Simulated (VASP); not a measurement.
# Li2Pd (P6/mmm) in VASP: notebook, part 2 of 2

VASP 6.6.1. The steps go on from the part before.

## (3) Single point, LDA (13.81 Å³/atom)

This run uses another cell than the first one, of 13.81 Å³/atom.

INCAR

```
ALGO     = Normal         # electronic algorithm
EDIFF    = 1E-7           # SCF threshold, eV
ENCUT    = 520            # plane-wave cutoff, eV
GGA      = CA             # functional
ISIF     = 2              # what is computed and relaxed
ISMEAR   = -1             # smearing method
LASPH    = True           # aspherical terms in the spheres
LCHARG   = False          # write CHGCAR
LREAL    = False          # projectors in reciprocal space
LWAVE    = False          # write WAVECAR
NBANDS   = 15             # bands
NELM     = 100            # most SCF steps
PREC     = Accurate       # precision mode
SIGMA    = 0.08           # smearing width, eV
```

KPOINTS

```
k-points
0
Gamma
  11 11 15
```

POSCAR

```
Li2Pd
1.0
    4.1983322143      0.0000000000      0.0000000000
   -2.0991661072      3.6358623512      0.0000000000
    0.0000000000      0.0000000000      2.7135645482
Li Pd
2 1
Direct
    0.3333333333      0.6666666667      0.5000000000
    0.6666666667      0.3333333333      0.5000000000
    0.0000000000      0.0000000000      0.0000000000
```

Potentials or basis: VASP PAW LDA potentials, release 64 (Li_sv, Pd).

Command:

```sh
cat potpaw_LDA.64/Li_sv/POTCAR potpaw_LDA.64/Pd/POTCAR > POTCAR
mpirun -np 1 vasp_std > vasp.out
```

OUTCAR:

```text
EDIFF = 1E-7
   ENCUT = 520
   GGA = CA
   ISIF = 2
   ISMEAR = -1
   LASPH = True
   LREAL = False
   NELM = 100
   PREC = Accurate

 ion  position               nearest neighbor table
   1  0.333  0.667  0.500-   2 2.42   2 2.42   2 2.42   3 2.78   3 2.78   3 2.78   3 2.78   3 2.78
                             3 2.78
   2  0.667  0.333  0.500-   1 2.42   1 2.42   1 2.42   3 2.78   3 2.78   3 2.78   3 2.78   3 2.78
                             3 2.78
   3  0.000  0.000  0.000-   1 2.78   2 2.78   1 2.78   2 2.78   2 2.78   2 2.78   1 2.78   1 2.78
                             2 2.78   2 2.78   1 2.78   1 2.78

  LATTYP: Found a hexagonal cell.
[... 624 lines left out ...]
 [... further k-points ...]
[... 5 lines left out ...]
  --------------------------------------------------------------------------------------
  -------------------------------------------------------------------------------------
  Total       -0.8079167     -0.8079167     -1.4989071      0.0000000     -0.0000000      0.0000000
  in kB      -31.2501979    -31.2501979    -57.9776887      0.0000000     -0.0000000      0.0000000
  external PRESSURE =     -40.1593615 kB  Pullay stress =       0.0000000 kB

 VOLUME and BASIS-vectors are now :
 -----------------------------------------------------------------------------
  energy-cutoff  :      520.00
  volume of cell :       41.42
      direct lattice vectors                 reciprocal lattice vectors
     4.198332214  0.000000000  0.000000000     0.238189821  0.137518957  0.000000000
    -2.099166107  3.635862351  0.000000000     0.000000000  0.275037915  0.000000000
     0.000000000  0.000000000  2.713564548     0.000000000  0.000000000  0.368518965

 POSITION                                       TOTAL-FORCE (eV/Angst)
 -----------------------------------------------------------------------------------
     -0.00000      2.42391      1.35678         0.000000      0.000000      0.000000
      2.09917      1.21195      1.35678        -0.000000     -0.000000      0.000000
      0.00000      0.00000      0.00000        -0.000000      0.000000      0.000000
 -----------------------------------------------------------------------------------
    total drift:                                0.000000     -0.000000     -0.000000

  FREE ENERGIE OF THE ION-ELECTRON SYSTEM (eV)
  ---------------------------------------------------
  free  energy   TOTEN  =       -11.6709807273 eV

  energy  without entropy=      -11.6564398481  energy(sigma->0) =      -11.66371029
```

Wall time 39 s (1 thread of Intel Xeon Platinum 8124M at 3.00GHz (Skylake/Cascade Lake), shared host); peak memory 0.19 GiB.

What came out:

```yaml
Free_energy: -11.6710 eV
Band_gap_on_the_k_mesh: zero (bands 8 and 9 overlap by 2.31 eV)
```

Levels at points of the mesh, in eV from the Fermi level:
| k point | band 4 | band 5 | band 6 | band 7 | band 8 | band 9 | band 10 | band 11 | band 12 | band 13 |
| --- | --- | --- | --- | --- | --- | --- | --- | --- | --- | --- |
| (0.00, 0.00, 0.00) | -3.67 | -2.96 | -2.96 | -1.07 | -1.07 | 4.19 | 4.19 | 5.59 | 5.59 | 9.21 |

Caveat: the cutoff is under 1.25 times the usual one of these potentials, so pressure, stress and relaxed cells hold a basis-set (Pulay) error.

## (4) Single point, LDA (14.23 Å³/atom)

This run uses another cell than the first one, of 14.23 Å³/atom.

INCAR

```
  ALGO = Normal
  EDIFF = 1E-7
  ENCUT = 520
  GGA = CA
  ISIF = 2
  ISMEAR = -1
  LASPH = T
  LCHARG = F
  LREAL = F
  LWAVE = F
  NBANDS = 15
  NELM = 60
  PREC = Accurate
  SIGMA = 0.08
```

KPOINTS is that of step 3.

POSCAR

```
Li2Pd
1.0
    4.2407424809      0.0000000000      0.0000000000
   -2.1203712404      3.6725907194      0.0000000000
    0.0000000000      0.0000000000      2.7409761464
Li Pd
2 1
Direct
    0.3333333333      0.6666666667      0.5000000000
    0.6666666667      0.3333333333      0.5000000000
    0.0000000000      0.0000000000      0.0000000000
```

Command:

```sh
cat potpaw_LDA.64/Li_sv/POTCAR potpaw_LDA.64/Pd/POTCAR > POTCAR
mpirun -np 1 vasp_std > vasp.out
```

Wall time 42 s (1 thread of Intel Xeon Platinum 8124M at 3.00GHz (Skylake/Cascade Lake), shared host); peak memory 0.19 GiB.

The run converged. Its results:

| Item | Value |
| --- | --- |
| Free energy | -11.6350 eV |
| Band gap on the k mesh | zero (bands 8 and 9 overlap by 2.29 eV) |

Levels at points of the mesh, in eV from the Fermi level:
```
           k point  band 4  band 5  band 6  band 7  band 8  band 9  band 10  band 11  band 12  band 13
(0.00, 0.00, 0.00)   -3.55   -2.86   -2.86   -1.06   -1.06    4.13     4.13     5.48     5.48     9.02
```

Caveat: the cutoff is under 1.25 times the usual one of these potentials, so pressure, stress and relaxed cells hold a basis-set (Pulay) error.

## (5) Single point, LDA (14.65 Å³/atom)

This run uses another cell than the first one, of 14.65 Å³/atom.

INCAR

```
SYSTEM = Li2Pd
PREC = Accurate
ENCUT = 520
EDIFF = 1E-7
ISMEAR = -1
SIGMA = 0.08
LREAL = .False.
LASPH = .True.
NELM = 80
ALGO = Normal
ISIF = 2
LWAVE = .False.
LCHARG = .False.
NBANDS = 15
```

KPOINTS

```
Automatic mesh
0
Gamma
  11 11 15
  0 0 0
```

POSCAR

```
Li2Pd
1.0
    4.2823210390      0.0000000000      0.0000000000
   -2.1411605195      3.7085988069      0.0000000000
    0.0000000000      0.0000000000      2.7678501753
Li Pd
2 1
Direct
    0.3333333333      0.6666666667      0.5000000000
    0.6666666667      0.3333333333      0.5000000000
    0.0000000000      0.0000000000      0.0000000000
```

Command:

```sh
cat potpaw_LDA.64/Li_sv/POTCAR potpaw_LDA.64/Pd/POTCAR > POTCAR
mpirun -np 1 vasp_std > vasp.out
```

Run time: 48 s. Hardware: 1 thread of Intel Xeon Platinum 8124M at 3.00GHz (Skylake/Cascade Lake), shared host; peak memory 0.2 GiB.

It converged, with:

```yaml
Free_energy: -11.5893 eV
Band_gap_on_the_k_mesh: zero (bands 8 and 9 overlap by 2.27 eV)
```

Levels at points of the mesh, in eV from the Fermi level:
```
           k point  band 5  band 6  band 7  band 8  band 9  band 10  band 11  band 12
(0.00, 0.00, 0.00)   -2.77   -2.77   -1.05   -1.05    4.08     4.08     5.37     5.37
```

Caveat: the cutoff is under 1.25 times the usual one of these potentials, so pressure, stress and relaxed cells hold a basis-set (Pulay) error.

## (6) Summary

| cell | gap on the mesh (eV) |
| --- | --- |
| a = 4.140, b = 4.140, c = 2.676 Å, angles 90.0, 90.0, 120.0°, 3 atoms | none |
| a = 4.198, b = 4.198, c = 2.714 Å, angles 90.0, 90.0, 120.0°, 3 atoms | none |
| a = 4.241, b = 4.241, c = 2.741 Å, angles 90.0, 90.0, 120.0°, 3 atoms | none |
| a = 4.282, b = 4.282, c = 2.768 Å, angles 90.0, 90.0, 120.0°, 3 atoms | none |

Alike in all rows: task single point; level LDA; potentials or basis VASP PAW LDA potentials, release 64 (Li_sv, Pd); no spin polarisation; k mesh 11 × 11 × 15; cutoff (eV) 520; smearing fermi-dirac 0.08 eV.

Caveats: the cutoff is under 1.25 times the usual one of these potentials, so pressure, stress and relaxed cells hold a basis-set (Pulay) error.

Total energies depend on the potentials used, so only differences within one code and one set of settings carry meaning.
